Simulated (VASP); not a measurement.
# Cu3B5Pt (P-62m) in VASP: relaxation of cell and atoms with PBE

Aim: the relaxation of cell and atoms of Cu3B5Pt with PBE.

All numbers are computed with VASP 6.6.1; they aren't measurements. Logs are shortened: lines on timing, memory, paths and dates and some standing lists are left out, and cuts for length are marked.

## 1. The cell of the first run

Symmetry: P-62m, No. 189, hexagonal system. The conventional cell has a = 5.229 Å, b = 5.229 Å, c = 3.593 Å, α = 90.00°, β = 90.00°, γ = 120.00°. Cu (site symmetry m2m) has 6 B at 2.08 to 2.35 Å and 2 Pt at 2.55 to 2.68 Å and 4 Cu at 2.62 Å within 2.8 Å. B (site symmetry m2m) has 2 B at 1.80 Å and 2 Cu at 2.08 Å within 2.4 Å. Within 2.4 Å of B (site symmetry -6) lie 3 B at 1.80 Å and 6 Cu at 2.35 Å. Within 3.2 Å of Pt (site symmetry -62m) lie 6 B at 2.43 Å and 6 Cu at 2.55 to 2.68 Å.

## 2. Relaxation of cell and atoms, PBE

Contents of INCAR:

```
SYSTEM = Cu3B5Pt
PREC = Accurate ; ENCUT = 600
EDIFF = 1E-6 ; ISMEAR = 0
SIGMA = 0.1 ; LREAL = .False.
LASPH = .True. ; NELM = 100
ALGO = Normal ; ISIF = 3
LWAVE = .False. ; LCHARG = .False.
GGA = PE ; IBRION = 2
NSW = 100 ; EDIFFG = -0.01
```

Contents of KPOINTS:

```
Automatic mesh
0
Gamma
  12 12 10
  0 0 0
```

Contents of POSCAR:

```
Cu3B5Pt
1.0
    5.2292074122      0.0000000000      0.0000000000
   -2.6146037061      4.5286264606      0.0000000000
    0.0000000000      0.0000000000      3.5931384378
Cu B Pt
3 5 1
Direct
    0.5124673738      0.0000000000      0.5000000000
    0.4875326262      0.4875326262      0.5000000000
    0.0000000000      0.5124673738      0.5000000000
    0.3121496648      0.0000000000      0.0000000000
    0.0000000000      0.3121496648      0.0000000000
    0.6666666667      0.3333333333      0.0000000000
    0.3333333333      0.6666666667      0.0000000000
    0.6878503352      0.6878503352      0.0000000000
    0.0000000000      0.0000000000      0.5000000000
```

Potentials or basis: VASP PAW PBE potentials, release 64 (Cu, B, Pt).

The run is started by

```bash
cat potpaw_PBE.64/Cu/POTCAR potpaw_PBE.64/B/POTCAR potpaw_PBE.64/Pt/POTCAR > POTCAR
mpirun -np 1 vasp_std > vasp.out
```

OUTCAR:

```text
SYSTEM = Cu3B5Pt
   PREC = Accurate
   ENCUT = 600
   EDIFF = 1E-6
   ISMEAR = 0
   LREAL = .False.
   LASPH = .True.
   NELM = 100
   ISIF = 3
   GGA = PE
   IBRION = 2
   NSW = 100
   EDIFFG = -0.01

 ion  position               nearest neighbor table
   1  0.512  0.000  0.500-   4 2.08   4 2.08   6 2.35   6 2.35   7 2.35   7 2.35   9 2.55   3 2.62
                             2 2.62   2 2.62   3 2.62   9 2.68
   2  0.488  0.488  0.500-   8 2.08   8 2.08   7 2.35   7 2.35   6 2.35   6 2.35   9 2.55   1 2.62
                             1 2.62   3 2.62   3 2.62   9 2.68
   3  0.000  0.512  0.500-   5 2.08   5 2.08   7 2.35   7 2.35   6 2.35   6 2.35   9 2.55   1 2.62
                             1 2.62   2 2.62   2 2.62   9 2.68
   4  0.312  0.000  0.000-   7 1.80   6 1.80   1 2.08   1 2.08   9 2.43   9 2.43
   5  0.000  0.312  0.000-   6 1.80   7 1.80   3 2.08   3 2.08   9 2.43   9 2.43
   6  0.667  0.333  0.000-   5 1.80   4 1.80   8 1.80   1 2.35   1 2.35   3 2.35   3 2.35   2 2.35
                             2 2.35
   7  0.333  0.667  0.000-   4 1.80   5 1.80   8 1.80   3 2.35   3 2.35   1 2.35   1 2.35   2 2.35
                             2 2.35
   8  0.688  0.688  0.000-   6 1.80   7 1.80   2 2.08   2 2.08   9 2.43   9 2.43
   9  0.000  0.000  0.500-   5 2.43   8 2.43   5 2.43   8 2.43   4 2.43   4 2.43   2 2.55   3 2.55
                             1 2.55   3 2.68   2 2.68   1 2.68

  LATTYP: Found a hexagonal cell.
 ALAT       =     5.2292074122
 C/A-ratio  =     0.6871286898

  Lattice vectors:

 A1 = (   5.2292074122,   0.0000000000,   0.0000000000)
 A2 = (  -2.6146037061,   4.5286264606,   0.0000000000)
 A3 = (   0.0000000000,   0.0000000000,   3.5931384378)

Analysis of symmetry for initial positions (statically):
=====================================================================
 Subroutine PRICEL returns:
 Original cell was already a primitive cell.

 Routine SETGRP: Setting up the symmetry group for a
 hexagonal supercell.

 Subroutine GETGRP returns: Found 12 space group operations
 (whereof 12 operations were pure point group operations)
 out of a pool of 24 trial point group operations.

The static configuration has the point symmetry D_3h.

Analysis of symmetry for dynamics (positions and initial velocities):
=====================================================================
 Subroutine PRICEL returns:
 Original cell was already a primitive cell.

 Routine SETGRP: Setting up the symmetry group for a
 hexagonal supercell.

 Subroutine GETGRP returns: Found 12 space group operations
[... 127 lines left out ...]
   PSTRESS=    0.0 pullay stress
   NELECT =      58.0000    total number of electrons
   NUPDOWN=      -1.0000    fix difference up-down
   EMIN   =  10.00;   EMAX   =-10.00  energy-range for DOS
   EFERMI =   0.00;   METHOD = LEGACY
   ISMEAR =     0;   SIGMA  =   0.10  broadening in eV -4-tet -1-fermi 0-gaus
   EFERMI_NEDOS =   21; number of points for ismear=-14 and -15
   IALGO  =     38    algorithm
   IMIX   =      4    mixing-type and parameters
     AMIX     =   0.40;   BMIX     =  1.00
     AMIX_MAG =   1.60;   BMIX_MAG =  1.00
  volume/ion in A,a.u.               =       9.45        63.80
  Fermi-wavevector in a.u.,A,eV,Ry     =   1.440761  2.722644 28.242883  2.075793
  Thomas-Fermi vector in A             =   2.559469
   LORBIT       =      0    0 simple, 1 ext, 2 COOP (PROOUT), +10 PAW based schemes
   GGA     = PE    functional components
   LHFCALC =     F    Hartree Fock is set to
   AEXX    =    0.0000 exact exchange contribution
   IVDW    =     0    specifies the selected vdW correction
   LEPSILON=     F    determine dielectric tensor
   LRPA    =     F    only Hartree local field effects (RPA)
 conjugate gradient relaxation of ions
 non-spin polarized calculation
 Gauss-broadening in eV      SIGMA  =   0.10
  energy-cutoff  :      600.00
  volume of cell :       85.09
 maximum number of plane-waves:      2859
 NGX is ok and might be reduce to    42
   NGX = 21   NGY = 21   NGZ = 15

--------------------------------------- Ionic step        1  -------------------------------------------

 number of electron      57.9999989 magnetization

 Free energy of the ion-electron system (eV)
  ---------------------------------------------------
  ext. energy  EPLUGINS =         0.00000000
  ---------------------------------------------------
  free energy    TOTEN  =       -47.59190420 eV

  energy without entropy =      -47.57700618  energy(sigma->0) =      -47.58445519

------------------------ aborting loop because EDIFF is reached ----------------------------------------

  FORCE on cell =-STRESS in cart. coord.  units (eV):
  Direction    XX          YY          ZZ          XY          YZ          ZX
  --------------------------------------------------------------------------------------
  -------------------------------------------------------------------------------------
  Total        0.2803806      0.2803806      0.0449483      0.0000000      0.0000000      0.0000000
  in kB        5.2793717      5.2793717      0.8463458      0.0000000      0.0000000      0.0000000
  external PRESSURE =       3.8016964 kB  Pullay stress =       0.0000000 kB
[... 245 lines left out ...]
--------------------------------------- Ionic step        7  -------------------------------------------

 number of electron      57.9999989 magnetization

 Free energy of the ion-electron system (eV)
  ---------------------------------------------------
  ext. energy  EPLUGINS =         0.00000000
  ---------------------------------------------------
  free energy    TOTEN  =       -47.59358892 eV

  energy without entropy =      -47.57926080  energy(sigma->0) =      -47.58642486

 E-fermi :   8.1062     XC(G=0): -12.6347

 val. band max:        8.1018530970   @ k =   0.1667   0.0833   0.2000
 cond. band min:       8.1109209010   @ k =   0.2500   0.0833   0.3000
 fundamental gap:      0.0090678040
 Fermi energy:         8.1062433909

 k-point     1 :       0.0000    0.0000    0.0000
  band No.  band energies     occupation
      1      -4.8648      2.00000
      2      -0.2439      2.00000
      3      -0.2439      2.00000
      4       0.5541      2.00000
      5       1.1697      2.00000
      6       2.5819      2.00000
[... 877 lines left out ...]
     33      12.0880      0.00000
     34      12.2133      0.00000

 [... further k-points ...]

------------------------ aborting loop because EDIFF is reached ----------------------------------------

  FORCE on cell =-STRESS in cart. coord.  units (eV):
  Direction    XX          YY          ZZ          XY          YZ          ZX
  --------------------------------------------------------------------------------------
  -------------------------------------------------------------------------------------
  Total       -0.0105869     -0.0105869     -0.0502200      0.0000000     -0.0000000      0.0000000
  in kB       -0.1993610     -0.1993610     -0.9456932      0.0000000     -0.0000000      0.0000000
  external PRESSURE =      -0.4481384 kB  Pullay stress =       0.0000000 kB
[... 24 lines left out ...]
  FREE ENERGIE OF THE ION-ELECTRON SYSTEM (eV)
  ---------------------------------------------------
  free  energy   TOTEN  =       -47.5935889163 eV

  energy  without entropy=      -47.5792607963  energy(sigma->0) =      -47.58642486

 reached required accuracy - stopping structural energy minimisation
```

Wall time 32 min (1 thread of AMD EPYC 7R43 (Zen 3), shared host); peak memory 0.49 GiB.

Results:

| Quantity | Value |
| --- | --- |
| Free energy | -47.5936 eV |
| Energy gained by relaxing | 0.2 meV/atom |
| Ionic steps | 7 |
| Pressure after relaxing | 0.0 GPa |
| Largest force after relaxing | 0.007 eV/Å |
| Band gap on the k mesh | zero (band 29 reaches 10.36 eV, above the bottom of band 30 at 7.64 eV) |

Forces in eV/Å, atoms in the order of the input:
```
Cu   0.000  0.000  0.000
Cu   0.000  0.000  0.000
Cu   0.000  0.000  0.000
B    0.007  0.000  0.000
B   -0.004  0.006  0.000
B    0.000  0.000  0.000
B    0.000  0.000  0.000
B   -0.004 -0.006  0.000
Pt   0.000  0.000  0.000
```

The path:
```csv
step,energy change (eV),largest force (eV/Å),pressure (GPa),volume (Å³)
1,0.0000,0.0668,0.38,85.09
2,-0.0007,0.0287,-0.51,85.37
3,-0.0008,0.0333,-0.39,85.32
4,-0.0015,0.0152,-0.11,85.19
5,-0.0017,0.0058,-0.12,85.12
6,-0.0016,0.0191,0.15,84.99
7,-0.0017,0.0070,-0.04,85.08
```

Final structure:
```cif
data_structure
_symmetry_space_group_name_H-M 'P 1'
_symmetry_Int_Tables_number 1
_cell_length_a 5.2357
_cell_length_b 5.2357
_cell_length_c 3.5839
_cell_angle_alpha 90.000
_cell_angle_beta 90.000
_cell_angle_gamma 120.000
_cell_volume 85.08
loop_
_atom_site_label
_atom_site_type_symbol
_atom_site_fract_x
_atom_site_fract_y
_atom_site_fract_z
_atom_site_occupancy
Cu1 Cu 0.51393 0.00000 0.50000 1
Cu2 Cu 0.48607 0.48607 0.50000 1
Cu3 Cu 0.00000 0.51393 0.50000 1
B1 B 0.31062 0.00000 0.00000 1
B2 B 0.00000 0.31062 0.00000 1
B3 B 0.66667 0.33333 0.00000 1
B4 B 0.33333 0.66667 0.00000 1
B5 B 0.68938 0.68938 0.00000 1
Pt1 Pt 0.00000 0.00000 0.50000 1
```

Caveat: spin-orbit coupling is left out, which moves the levels of the heavy elements.
